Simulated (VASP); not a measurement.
The system is Dy2H.

```xyz
3
Lattice="2.6196 1.5124 2.5027 -2.6196 1.5124 2.5027 0.0000 -3.0249 2.5027" Properties=species:S:1:pos:R:3 pbc="T T T"
Dy    0.0000    0.0000    2.0156
Dy    0.0000    0.0000    5.4926
H     0.0000    0.0000    0.0000
```

The cell was built from a structure type or drawn by symmetry, and may not be a known phase.

| Property | Result |
| --- | --- |
| Program | VASP 6.6.1 |
| Task | relaxation of cell and atoms |
| Functional | PBE |
| Potentials or basis | VASP PAW PBE potentials, release 64 (Dy_3, H), 4f in core |
| Cutoff | 500 eV |
| k mesh | 5 × 5 × 5 |
| Occupations | gaussian, width 0.2 eV |
| Spin | no spin polarisation |

At the start: pressure 6.8 GPa; volume 19.83 Å³/atom.

**Question.** Where does the relaxation end?

**Answer.** Over 5 steps the energy falls by 57.2 meV/atom and the volume is 22.85 Å³/atom (+15.2 %); space group R-3m (No. 166, to 0.1 Å) before and after.

The path:
```
step  energy change (eV)  largest force (eV/Å)  pressure (GPa)  volume (Å³)
   1              0.0000                0.2325            6.82        59.50
   2             -0.1538                0.1037            0.14        67.06
   3             -0.1538                0.1028            0.17        67.02
   4             -0.1597                0.0929            0.13        67.41
   5             -0.1715                0.0526            0.08        68.54
```

Final structure:
```
Dy H
1.0
     2.77459    1.60191    2.57010
    -2.77459    1.60191    2.57010
     0.00000   -3.20382    2.57010
Dy H
2 1
Direct
  0.26753 0.26753 0.26753
  0.73247 0.73247 0.73247
  0.00000 0.00000 0.00000
```

Caveat: the volume moved by over 15 % at a fixed basis, so the end points are rough; the relaxation stopped at a loose force limit of 0.08 eV/Å, so its end isn't a converged minimum.
